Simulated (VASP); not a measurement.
# Be3Cd2O3 (P3m1) in VASP: notebook, part 2 of 2

VASP 6.6.1.

## (3) Single point, PBE

INCAR reads:

```
SYSTEM = Be3Cd2O3
ALGO     = Normal         ! electronic algorithm
EDIFF    = 1E-6           ! SCF threshold, eV
ENCUT    = 700            ! plane-wave cutoff, eV
GGA      = PE             ! functional
GGA_COMPAT= .False.      
ISIF     = 2              ! what is computed and relaxed
ISMEAR   = 0              ! smearing method
LASPH    = .True.         ! aspherical terms in the spheres
LCHARG   = .False.        ! write CHGCAR
LREAL    = .False.        ! projectors in reciprocal space
LWAVE    = .False.        ! write WAVECAR
NBANDS   = 42             ! bands
NELM     = 120            ! most SCF steps
PREC     = Accurate       ! precision mode
SIGMA    = 0.1            ! smearing width, eV
```

KPOINTS reads:

```
k-points
0
Gamma
  6 6 1
  0 0 0
```

POSCAR reads:

```
Be3Cd2O3
1.0
    2.7684736518      0.0000000000      0.0000000000
   -1.3842368259      2.3975685121      0.0000000000
    0.0000000000      0.0000000000     15.6634886656
Be Cd O
3 2 3
Direct
    0.0000000000      0.0000000000      0.3426055113
    0.3333333333      0.6666666667      0.1877712559
    0.0000000000      0.0000000000      0.0280503889
    0.0000000000      0.0000000000      0.5972945293
    0.6666666667      0.3333333333      0.7825576843
    0.0000000000      0.0000000000      0.1872589419
    0.3333333333      0.6666666667      0.0258473355
    0.3333333333      0.6666666667      0.3455143529
```

Potentials or basis: VASP PAW PBE potentials, release 64 (Be, Cd_sv_GW, O).

Command:

```sh
> cat potpaw_PBE.64/Be/POTCAR potpaw_PBE.64/Cd_sv_GW/POTCAR potpaw_PBE.64/O/POTCAR > POTCAR
> mpirun -np 1 vasp_std > vasp.out
```

OUTCAR:

```text
SYSTEM = Be3Cd2O3
   EDIFF = 1E-6
   ENCUT = 700
   GGA = PE
   ISIF = 2
   ISMEAR = 0
   LASPH = .True.
   LREAL = .False.
   NELM = 120
   PREC = Accurate

 ion  position               nearest neighbor table
   1  0.000  0.000  0.343-   8 1.60   8 1.60   8 1.60
   2  0.333  0.667  0.188-   6 1.60   6 1.60   6 1.60
   3  0.000  0.000  0.028-   7 1.60   7 1.60   7 1.60
   4  0.000  0.000  0.597-
   5  0.667  0.333  0.783-
   6  0.000  0.000  0.187-   2 1.60   2 1.60   2 1.60
   7  0.333  0.667  0.026-   3 1.60   3 1.60   3 1.60
   8  0.333  0.667  0.346-   1 1.60   1 1.60   1 1.60

  LATTYP: Found a hexagonal cell.
 ALAT       =     2.7684736518
 C/A-ratio  =     5.6578066601

  Lattice vectors:

 A1 = (   2.7684736518,   0.0000000000,   0.0000000000)
 A2 = (  -1.3842368259,   2.3975685121,   0.0000000000)
 A3 = (   0.0000000000,   0.0000000000,  15.6634886656)

Analysis of symmetry for initial positions (statically):
=====================================================================
 Subroutine PRICEL returns:
 Original cell was already a primitive cell.

 Routine SETGRP: Setting up the symmetry group for a
 hexagonal supercell.

 Subroutine GETGRP returns: Found  6 space group operations
 (whereof  6 operations were pure point group operations)
 out of a pool of 24 trial point group operations.

The static configuration has the point symmetry C_3v.

Analysis of symmetry for dynamics (positions and initial velocities):
=====================================================================
 Subroutine PRICEL returns:
 Original cell was already a primitive cell.
[... 119 lines left out ...]
   IALGO  =     38    algorithm
   IMIX   =      4    mixing-type and parameters
     AMIX     =   0.40;   BMIX     =  1.00
     AMIX_MAG =   1.60;   BMIX_MAG =  1.00
  volume/ion in A,a.u.               =      13.00        87.70
  Fermi-wavevector in a.u.,A,eV,Ry     =   1.392627  2.631684 26.387279  1.939410
  Thomas-Fermi vector in A             =   2.516352
   LORBIT       =      0    0 simple, 1 ext, 2 COOP (PROOUT), +10 PAW based schemes
   GGA     = PE    functional components
   LHFCALC =     F    Hartree Fock is set to
   AEXX    =    0.0000 exact exchange contribution
   IVDW    =     0    specifies the selected vdW correction
   LEPSILON=     F    determine dielectric tensor
   LRPA    =     F    only Hartree local field effects (RPA)
 non-spin polarized calculation
 Gauss-broadening in eV      SIGMA  =   0.10
  energy-cutoff  :      700.00
  volume of cell :      103.97
 maximum number of plane-waves:      4440
 NGX is ok and might be reduce to    24
   NGX = 11   NGY = 11   NGZ = 67

 number of electron      63.9999991 magnetization

 Free energy of the ion-electron system (eV)
  ---------------------------------------------------
  ext. energy  EPLUGINS =         0.00000000
  ---------------------------------------------------
  free energy    TOTEN  =       -43.04677727 eV

  energy without entropy =      -43.03179704  energy(sigma->0) =      -43.03928716

 E-fermi :   4.0389     XC(G=0):  -9.9548

 val. band max:        3.9912133493   @ k =   0.3333   0.1667   0.0000
 cond. band min:       5.4976343829   @ k =   0.1667   0.1667   0.0000
 fundamental gap:      1.5064210337
 Fermi energy:         4.0389070860

 k-point     1 :       0.0000    0.0000    0.0000
  band No.  band energies     occupation
      1     -98.6494      2.00000
      2     -98.6466      2.00000
      3     -59.6838      2.00000
      4     -59.6740      2.00000
      5     -59.6215      2.00000
      6     -59.6215      2.00000
[... 304 lines left out ...]
     41      12.2578      0.00000
     42      13.2110      0.00000

------------------------ aborting loop because EDIFF is reached ----------------------------------------

  FORCE on cell =-STRESS in cart. coord.  units (eV):
  Direction    XX          YY          ZZ          XY          YZ          ZX
  --------------------------------------------------------------------------------------
  -------------------------------------------------------------------------------------
  Total       -0.4323219     -0.4323219      0.8826089      0.0000000     -0.0000000      0.0000000
  in kB       -6.6622033     -6.6622033     13.6012548      0.0000000     -0.0000000      0.0000000
  external PRESSURE =       0.0922827 kB  Pullay stress =       0.0000000 kB

 VOLUME and BASIS-vectors are now :
 -----------------------------------------------------------------------------
  energy-cutoff  :      700.00
  volume of cell :      103.97
      direct lattice vectors                 reciprocal lattice vectors
     2.768473652  0.000000000  0.000000000     0.361209867  0.208544614  0.000000000
    -1.384236826  2.397568512  0.000000000     0.000000000  0.417089228  0.000000000
     0.000000000  0.000000000 15.663488666     0.000000000  0.000000000  0.063842738

 POSITION                                       TOTAL-FORCE (eV/Angst)
 -----------------------------------------------------------------------------------
      0.00000      0.00000      5.36640        -0.000000     -0.000000      0.039157
     -0.00000      1.59838      2.94115         0.000000      0.000000     -0.007734
      0.00000      0.00000      0.43937         0.000000     -0.000000     -0.010028
      0.00000      0.00000      9.35572        -0.000000      0.000000     -0.228147
      1.38424      0.79919     12.25758        -0.000000     -0.000000      0.224634
      0.00000      0.00000      2.93313        -0.000000      0.000000      0.010573
     -0.00000      1.59838      0.40486        -0.000000      0.000000      0.015645
     -0.00000      1.59838      5.41196        -0.000000      0.000000     -0.044100
 -----------------------------------------------------------------------------------
    total drift:                               -0.000001      0.000001     -0.000019

  FREE ENERGIE OF THE ION-ELECTRON SYSTEM (eV)
  ---------------------------------------------------
  free  energy   TOTEN  =       -43.0467772743 eV

  energy  without entropy=      -43.0317970441  energy(sigma->0) =      -43.03928716
```

OSZICAR:

```text
N       E                     dE             d eps       ncg     rms          rms(c)
DAV:   1     0.151771257644E+04    0.15177E+04   -0.40181E+04   636   0.224E+03
DAV:   2     0.165717663397E+03   -0.13520E+04   -0.12378E+04   588   0.795E+02
DAV:   3    -0.348519817537E+02   -0.20057E+03   -0.19146E+03   932   0.347E+02
DAV:   4    -0.473934586522E+02   -0.12541E+02   -0.12429E+02   904   0.122E+02
DAV:   5    -0.479080141550E+02   -0.51456E+00   -0.51383E+00   856   0.233E+01    0.439E+01
DAV:   6    -0.431877624365E+02    0.47203E+01   -0.15970E+01   832   0.257E+01    0.270E+01
DAV:   7    -0.430745382827E+02    0.11322E+00   -0.86618E-01   928   0.810E+00    0.696E+00
DAV:   8    -0.430533353088E+02    0.21203E-01   -0.85749E-02   880   0.260E+00    0.368E-01
DAV:   9    -0.430492778871E+02    0.40574E-02   -0.11208E-02   976   0.746E-01    0.190E-01
DAV:  10    -0.430468602247E+02    0.24177E-02   -0.49243E-03   960   0.436E-01    0.529E-02
DAV:  11    -0.430467890539E+02    0.71171E-04   -0.13041E-03   760   0.210E-01    0.524E-02
DAV:  12    -0.430467638718E+02    0.25182E-04   -0.16537E-04   904   0.899E-02    0.159E-02
DAV:  13    -0.430467752144E+02   -0.11343E-04   -0.43860E-05   752   0.366E-02    0.553E-03
DAV:  14    -0.430467771360E+02   -0.19216E-05   -0.62886E-06   720   0.169E-02    0.485E-03
DAV:  15    -0.430467772743E+02   -0.13837E-06   -0.62389E-07   496   0.786E-03
   1 F= -.43046777E+02 E0= -.43039287E+02  d E =-.149802E-01
```

Run time: 66 s. Hardware: 1 thread of Intel Xeon Platinum 8375C at 2.90GHz (Ice Lake), shared host; peak memory 0.29 GiB.

What came out:

- Free energy: -43.0468 eV
- Pressure: 0.0 GPa
- Largest force: 0.228 eV/Å
- Band gap on the k mesh: zero (bands 32 and 33 overlap by 3.78 eV)

Forces in eV/Å, atoms in the order of the input:
```
Be   0.000  0.000  0.039
Be   0.000  0.000 -0.008
Be   0.000  0.000 -0.010
Cd   0.000  0.000 -0.228
Cd   0.000  0.000  0.225
O    0.000  0.000  0.011
O    0.000  0.000  0.016
O    0.000  0.000 -0.044
```

Stress tensor (GPa, compression positive):
```
-0.67  0.00  0.00
 0.00 -0.67  0.00
 0.00  0.00  1.36
```

Caveat: the k points lie up to 0.44 Å⁻¹ apart, too coarse for converged energies and pressures of a metal.

The gap in the log of VASP goes by the Fermi energy; the results here count the filled bands.